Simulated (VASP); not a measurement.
Here is a VASP 6.6.1 calculation.

File INCAR:

```
PREC     = Accurate       # precision mode
ENCUT    = 520            # plane-wave cutoff, eV
EDIFF    = 1E-8           # SCF threshold, eV
ISMEAR   = -1             # smearing method
SIGMA    = 0.01           # smearing width, eV
LREAL    = F              # projectors in reciprocal space
LASPH    = T              # aspherical terms in the spheres
NELM     = 60             # most SCF steps
ALGO     = Normal         # electronic algorithm
ISIF     = 2              # what is computed and relaxed
LWAVE    = F              # write WAVECAR
LCHARG   = F              # write CHGCAR
GGA      = PE             # functional
LEFG     = T            
NBANDS   = 17             # bands
```

Contents of KPOINTS:

```
regular mesh
0
Gamma
  9 9 9
```

The input POSCAR:

```
PbSe
1.0
    0.0000000000      2.9996396028      2.9996396028
    2.9996396028      0.0000000000      2.9996396028
    2.9996396028      2.9996396028      0.0000000000
Pb Se
1 1
Direct
    0.0000000000      0.0000000000      0.0000000000
    0.5000000000      0.5000000000      0.5000000000
```

Potentials or basis: VASP PAW PBE potentials, release 64 (Pb_d, Se).

The run is started by

```sh
$ cat potpaw_PBE.64/Pb_d/POTCAR potpaw_PBE.64/Se/POTCAR > POTCAR
$ mpirun -np 1 vasp_std > vasp.out
```

Estimate the pressure.

6.3 GPa.

Caveat: without QUAD_EFG the Cq values of the log hold for a quadrupole moment of 1 mb, not for the nuclei.
